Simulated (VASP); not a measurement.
# Au (Fm-3m) in VASP: single point with r2SCAN

Aim: the single point of Au with r2SCAN.

Program: VASP 6.6.1. These are calculated values, not measurements. Logs are shortened: lines on timing, memory, paths and dates and some standing lists are left out, and cuts for length are marked.

### 1 The cell of the first run

It takes space group Fm-3m (No. 225, cubic). The conventional cell has a = 4.046 Å, b = 4.046 Å, c = 4.046 Å, α = 90.00°, β = 90.00°, γ = 90.00°. Au (site symmetry m-3m) has 12 Au at 2.86 Å within 3.8 Å.

### 2 Single point, r2SCAN

The input, POSCAR:

```
Au
1.0
    0.0000000000      2.0230167700      2.0230167700
    2.0230167700      0.0000000000      2.0230167700
    2.0230167700      2.0230167700      0.0000000000
Au
1
Direct
    0.0000000000      0.0000000000      0.0000000000
```

The input, INCAR.step1:

```
SYSTEM = Au
PREC     = Accurate       ! precision mode
ENCUT    = 520            ! plane-wave cutoff, eV
ISMEAR   = -1             ! smearing method
SIGMA    = 0.1            ! smearing width, eV
LREAL    = .False.        ! projectors in reciprocal space
LASPH    = .True.         ! aspherical terms in the spheres
NELM     = 100            ! most SCF steps
NBANDS   = 12             ! bands
GGA      = PE             ! functional
ALGO     = Normal         ! electronic algorithm
EDIFF    = 1E-4           ! SCF threshold, eV
LWAVE    = .True.         ! write WAVECAR
LCHARG   = .False.        ! write CHGCAR
```

The input, INCAR.step2:

```
SYSTEM = Au
PREC     = Accurate       ! precision mode
ENCUT    = 520            ! plane-wave cutoff, eV
EDIFF    = 1E-6           ! SCF threshold, eV
ISMEAR   = -1             ! smearing method
SIGMA    = 0.1            ! smearing width, eV
LREAL    = .False.        ! projectors in reciprocal space
LASPH    = .True.         ! aspherical terms in the spheres
NELM     = 100            ! most SCF steps
ALGO     = Normal         ! electronic algorithm
ISIF     = 2              ! what is computed and relaxed
LWAVE    = .False.        ! write WAVECAR
LCHARG   = .False.        ! write CHGCAR
METAGGA  = R2SCAN         ! meta-GGA
LMIXTAU  = .True.       
NBANDS   = 12             ! bands
ISTART   = 1
```

The input, KPOINTS:

```
regular mesh
0
Gamma
  14 14 14
  0 0 0
```

Potentials or basis: VASP PAW PBE potentials, release 64 (Au).

Launch:

```
> cat potpaw_PBE.64/Au/POTCAR > POTCAR
> cp INCAR.step1 INCAR
> mpirun -np 1 vasp_std > vasp.out
> cp INCAR.step2 INCAR
> mpirun -np 1 vasp_std > vasp.out
```

OUTCAR:

```text
SYSTEM = Au
   PREC = Accurate
   ENCUT = 520
   EDIFF = 1E-6
   ISMEAR = -1
   LREAL = .False.
   LASPH = .True.
   NELM = 100
   ISIF = 2
   METAGGA = R2SCAN
   ISTART = 1

 ion  position               nearest neighbor table
   1  0.000  0.000  0.000-

  LATTYP: Found a face centered cubic cell.
 ALAT       =     4.0460335400

  Lattice vectors:

 A1 = (   0.0000000000,   2.0230167700,   2.0230167700)
 A2 = (   2.0230167700,   0.0000000000,   2.0230167700)
 A3 = (   2.0230167700,   2.0230167700,   0.0000000000)

Analysis of symmetry for initial positions (statically):
=====================================================================
 Subroutine PRICEL returns:
 Original cell was already a primitive cell.

 Routine SETGRP: Setting up the symmetry group for a
 face centered cubic supercell.

 Subroutine GETGRP returns: Found 48 space group operations
 (whereof 48 operations were pure point group operations)
 out of a pool of 48 trial point group operations.

The static configuration has the point symmetry O_h .

Analysis of symmetry for dynamics (positions and initial velocities):
=====================================================================
 Subroutine PRICEL returns:
 Original cell was already a primitive cell.

 Routine SETGRP: Setting up the symmetry group for a
 face centered cubic supercell.

 Subroutine GETGRP returns: Found 48 space group operations
 (whereof 48 operations were pure point group operations)
 out of a pool of 48 trial point group operations.

The dynamic configuration has the point symmetry O_h .

 Subroutine INISYM returns: Found 48 space group operations
 (whereof 48 operations are pure point group operations),
 and found     1 'primitive' translations

----------------------------------------------------------------------------------------

                                     Primitive cell

  volume of cell :      16.5588

  direct lattice vectors                    reciprocal lattice vectors
     0.000000000  2.023016770  2.023016770    -0.247155638  0.247155638  0.247155638
     2.023016770  0.000000000  2.023016770     0.247155638 -0.247155638  0.247155638
     2.023016770  2.023016770  0.000000000     0.247155638  0.247155638 -0.247155638

  length of vectors
     2.860977753  2.860977753  2.860977753     0.428086122  0.428086122  0.428086122

  position of ions in fractional coordinates (direct lattice)
     0.000000000  0.000000000  0.000000000

  ion indices of the primitive-cell ions
   primitive index   ion index
                 1           1

----------------------------------------------------------------------------------------

 KPOINTS: regular mesh

Automatic generation of k-mesh.
 Grid dimensions read from file:
 generate k-points for:   14   14   14

 Generating k-lattice:

  Cartesian coordinates                     Fractional coordinates (reciprocal lattice)
    -0.017653974  0.017653974  0.017653974     0.071428571  0.000000000  0.000000000
     0.017653974 -0.017653974  0.017653974     0.000000000  0.071428571  0.000000000
     0.017653974  0.017653974 -0.017653974     0.000000000  0.000000000  0.071428571

  Length of vectors
     0.030577580  0.030577580  0.030577580

  Shift w.r.t. Gamma in fractional coordinates (k-lattice)
     0.000000000  0.000000000  0.000000000

 Subroutine IBZKPT returns following result:
 ===========================================

 Found    104 irreducible k-points:

 Following reciprocal coordinates:
            Coordinates               Weight
  0.000000  0.000000  0.000000      1.000000
  0.071429  0.000000  0.000000      8.000000
  0.142857  0.000000  0.000000      8.000000
  0.214286  0.000000  0.000000      8.000000
  0.285714  0.000000  0.000000      8.000000
  0.357143  0.000000  0.000000      8.000000
[... 16 lines left out ...]
  0.214286  0.142857  0.000000     24.000000
  0.285714  0.142857  0.000000     24.000000
 [... further k-points ...]
   k-points           NKPTS =    104   k-points in BZ     NKDIM =    104   number of bands    NBANDS=     12
   number of dos      NEDOS =    301   number of ions     NIONS =      1
   total plane-waves  NPLWV =  13824
   dimension x,y,z NGX =    24 NGY =   24 NGZ =   24
   dimension x,y,z NGXF=    48 NGYF=   48 NGZF=   48
   ions per type =               1
   NGX,Y,Z   is equivalent  to a cutoff of  13.95, 13.95, 13.95 a.u.
   NGXF,Y,Z  is equivalent  to a cutoff of  27.89, 27.89, 27.89 a.u.
 SYSTEM =  Au
   PREC   = accura    normal or accurate (medium, high low for compatibility)
   ISTART =      1    job   : 0-new  1-cont  2-samecut
   ICHARG =      0    charge: 1-file 2-atom 10-const
   ISPIN  =      1    spin polarized calculation?
   LNONCOLLINEAR =      F non collinear calculations
   LSORBIT =      F    spin-orbit coupling
   LASPH  =      T    aspherical Exc in radial PAW
   ENCUT  =  520.0 eV  38.22 Ry    6.18 a.u.   5.32  5.32  5.32*2*pi/ulx,y,z
   NELM   =    100;   NELMIN=  2; NELMDL=  0     # of ELM steps
   EDIFF  = 0.1E-05   stopping-criterion for ELM
   LREAL  =      F    real-space projection
   EDIFFG = 0.1E-04   stopping-criterion for IOM
   NSW    =      0    number of steps for IOM
   IBRION =     -1    ionic relax: 0-MD 1-quasi-New 2-CG
   NFREE  =      0    steps in history (QN), initial steepest desc. (CG)
   ISIF   =      2    stress and relaxation
   ISYM   =      2    0-nonsym 1-usesym 2-fastsym
   POTIM  = 0.5000    time-step for ionic-motion
   TEBEG  =    0.0;   TEEND  =   0.0 temperature during run
   PSTRESS=    0.0 pullay stress
   NELECT =      11.0000    total number of electrons
   NUPDOWN=      -1.0000    fix difference up-down
   EMIN   =  10.00;   EMAX   =-10.00  energy-range for DOS
   EFERMI =   0.00;   METHOD = LEGACY
   ISMEAR =    -1;   SIGMA  =   0.10  broadening in eV -4-tet -1-fermi 0-gaus
   EFERMI_NEDOS =   21; number of points for ismear=-14 and -15
   IALGO  =     38    algorithm
   IMIX   =      4    mixing-type and parameters
     AMIX     =   0.40;   BMIX     =  1.00
     AMIX_MAG =   1.60;   BMIX_MAG =  1.00
  volume/ion in A,a.u.               =      16.56       111.74
  Fermi-wavevector in a.u.,A,eV,Ry     =   1.428443  2.699366 27.761999  2.040449
  Thomas-Fermi vector in A             =   2.548504
   LORBIT       =      0    0 simple, 1 ext, 2 COOP (PROOUT), +10 PAW based schemes
   METAGGA = R2SCAN    functional components
   LHFCALC =     F    Hartree Fock is set to
   AEXX    =    0.0000 exact exchange contribution
   IVDW    =     0    specifies the selected vdW correction
   LEPSILON=     F    determine dielectric tensor
   LRPA    =     F    only Hartree local field effects (RPA)
 non-spin polarized calculation
  energy-cutoff  :      520.00
  volume of cell :       16.56
 maximum number of plane-waves:       459
 NGX is ok and might be reduce to    24
   NGX = 11   NGY = 11   NGZ = 11

 number of electron      10.9999999 magnetization

 Free energy of the ion-electron system (eV)
  ---------------------------------------------------
  ext. energy  EPLUGINS =         0.00000000
  ---------------------------------------------------
  free energy    TOTEN  =       -50.56458508 eV

  energy without entropy =      -50.55482045  energy(sigma->0) =      -50.55970276

 E-fermi :   9.7945     XC(G=0): -13.8370

 val. band max:        9.6833160390   @ k =   0.5000   0.2857   0.1429
 cond. band min:       9.8487986248   @ k =   0.5000   0.3571   0.1429
 fundamental gap:      0.1654825857
 Fermi energy:         9.7945378575

 k-point     1 :       0.0000    0.0000    0.0000
  band No.  band energies     occupation
      1      -0.6071      2.00000
      2       4.6974      2.00000
      3       4.6974      2.00000
      4       4.6974      2.00000
      5       6.3122      2.00000
      6       6.3122      2.00000
      7      25.0877      0.00000
      8      29.3675      0.00000
      9      29.3675      0.00000
     10      29.3675      0.00000
     11      34.7561      0.00000
     12      39.5343      0.00000

 k-point     2 :       0.0714    0.0000    0.0000
  band No.  band energies     occupation
      1      -0.4176      2.00000
      2       4.6360      2.00000
      3       4.7630      2.00000
      4       4.7630      2.00000
      5       6.2832      2.00000
      6       6.2832      2.00000
      7      25.3115      0.00000
      8      28.2472      0.00000
      9      29.5968      0.00000
     10      29.5968      0.00000
     11      35.5940      0.00000
     12      37.7618      0.00000

 k-point     3 :       0.1429    0.0000    0.0000
  band No.  band energies     occupation
      1       0.1217      2.00000
      2       4.5032      2.00000
      3       4.9141      2.00000
      4       4.9141      2.00000
      5       6.2470      2.00000
      6       6.2470      2.00000
      7      25.5030      0.00000
      8      26.3635      0.00000
      9      30.2179      0.00000
     10      30.2179      0.00000
     11      34.1804      0.00000
     12      36.5595      0.00000

 k-point     4 :       0.2143    0.0000    0.0000
  band No.  band energies     occupation
      1       0.8907      2.00000
      2       4.4706      2.00000
      3       5.0080      2.00000
      4       5.0080      2.00000
      5       6.3534      2.00000
      6       6.3534      2.00000
      7      23.1669      0.00000
      8      26.3926      0.00000
      9      30.9170      0.00000
     10      30.9170      0.00000
     11      32.8424      0.00000
     12      34.6791      0.00000

 k-point     5 :       0.2857    0.0000    0.0000
  band No.  band energies     occupation
      1       1.5844      2.00000
      2       4.8895      2.00000
      3       4.9436      2.00000
      4       4.9436      2.00000
      5       6.6920      2.00000
      6       6.6920      2.00000
      7      20.2540      0.00000
      8      25.9966      0.00000
      9      30.6424      0.00000
     10      30.6425      0.00000
     11      33.3038      0.00000
     12      34.1381      0.00000
[... 228 lines left out ...]
      1      -0.1095      2.00000
      2       4.5179      2.00000
      3       4.8549      2.00000
      4       4.8974      2.00000
      5       6.1404      2.00000
      6       6.3566      2.00000
      7      25.6306      0.00000
      8      27.2290      0.00000
      9      29.0848      0.00000
     10      30.3905      0.00000
     11      34.8247      0.00000
     12      37.2341      0.00000

 k-point    22 :       0.1429    0.1429    0.0000
  band No.  band energies     occupation
      1       0.3736      2.00000
      2       4.2104      2.00000
      3       5.1542      2.00000
      4       5.1542      2.00000
      5       5.8113      2.00000
      6       6.5309      2.00000
      7      26.2623      0.00000
      8      27.6060      0.00000
      9      28.4182      0.00000
     10      28.4182      0.00000
     11      34.6163      0.00000
     12      36.1054      0.00000

 k-point    23 :       0.2143    0.1429    0.0000
  band No.  band energies     occupation
      1       0.9773      2.00000
      2       4.0064      2.00000
      3       5.2503      2.00000
      4       5.3633      2.00000
      5       5.8124      2.00000
      6       6.6637      2.00000
      7      25.4644      0.00000
      8      26.8846      0.00000
      9      27.8005      0.00000
     10      29.0527      0.00000
     11      32.4326      0.00000
     12      35.7941      0.00000

 k-point    24 :       0.2857    0.1429    0.0000
  band No.  band energies     occupation
      1       1.7326      2.00000
      2       3.9312      2.00000
      3       4.9982      2.00000
      4       5.4400      2.00000
      5       6.3909      2.00000
      6       6.9310      2.00000
      7      22.6184      0.00000
      8      26.8567      0.00000
      9      27.2021      0.00000
     10      29.2362      0.00000
     11      32.2412      0.00000
     12      35.6058      0.00000

 [... further k-points ...]
[... 5 lines left out ...]
  --------------------------------------------------------------------------------------
  -------------------------------------------------------------------------------------
  Total        1.1274491      1.1274491      1.1274491      0.0000000      0.0000000      0.0000000
  in kB      109.0885250    109.0885250    109.0885250      0.0000000      0.0000000      0.0000000
  external PRESSURE =     109.0885250 kB  Pullay stress =       0.0000000 kB

 VOLUME and BASIS-vectors are now :
 -----------------------------------------------------------------------------
  energy-cutoff  :      520.00
  volume of cell :       16.56
      direct lattice vectors                 reciprocal lattice vectors
     0.000000000  2.023016770  2.023016770    -0.247155638  0.247155638  0.247155638
     2.023016770  0.000000000  2.023016770     0.247155638 -0.247155638  0.247155638
     2.023016770  2.023016770  0.000000000     0.247155638  0.247155638 -0.247155638

 POSITION                                       TOTAL-FORCE (eV/Angst)
 -----------------------------------------------------------------------------------
      0.00000      0.00000      0.00000         0.000000      0.000000      0.000000
 -----------------------------------------------------------------------------------
    total drift:                                0.000000     -0.000000     -0.000000

  FREE ENERGIE OF THE ION-ELECTRON SYSTEM (eV)
  ---------------------------------------------------
  free  energy   TOTEN  =       -50.5645850771 eV

  energy  without entropy=      -50.5548204528  energy(sigma->0) =      -50.55970276
```

It took 95 s on 1 thread of Intel Xeon 8259CL, shared host; peak memory 0.16 GiB.

Results:

```yaml
Free_energy: -50.5646 eV
Pressure: 10.9 GPa
```

Caveat: the PAW data sets were made with another functional, which shifts forces and pressure a little; spin-orbit coupling is left out, which moves the levels of the heavy elements.
